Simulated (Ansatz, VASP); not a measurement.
Ta2N: VASP beside Ansatz

```
Ta N
1.0
     3.13911    0.00000    0.00000
    -1.56955    2.71855    0.00000
     0.00000    0.00000    4.36054
Ta N
2 1
Direct
  0.66667 0.33333 0.74637
  0.33333 0.66667 0.25363
  0.00000 0.00000 0.00000
```

Alike in both runs: task single point; functional PBEsol; k mesh 18 × 18 × 10; occupations gaussian, width 0.15 eV; no spin polarisation.

|  | VASP | Ansatz |
| --- | --- | --- |
| version | VASP 6.6.1 | Ansatz 0.2.0 |
| potentials or method | VASP PAW PBE potentials, release 64 (Ta_pv, N), cutoff 520 eV | scalar-relativistic, plane waves, PAW |
| valence electrons in the cell | 27 | 31 |

Ansatz gave:

* gap on the k mesh at the Fermi level (eV): none
* pressure (GPa): 22.8
* traceless stress, the component that is largest in VASP (GPa): 24.05
* rms of the force components (eV/Å): 0.281

Task: What did VASP give for the same quantities?

Result: gap on the k mesh at the Fermi level (eV): none; pressure (GPa): 23.7; traceless stress, the component that is largest in VASP (GPa): 23.97; rms of the force components (eV/Å): 0.248.

VASP's potentials were made for PBE, not for PBEsol, and Ansatz warns of the same on its side. Atom by atom the forces differ by 0.033 eV/Å (rms over components). A gap of «none» marks a metal or a gap that the smearing closes. The functional is the same, so the differences come from potentials, cutoffs and numerics. VASP's potentials hold 27 valence electrons a cell and Ansatz's 31, so a difference there can come from the potentials and not from the codes.

Neither program's run includes spin-orbit coupling.
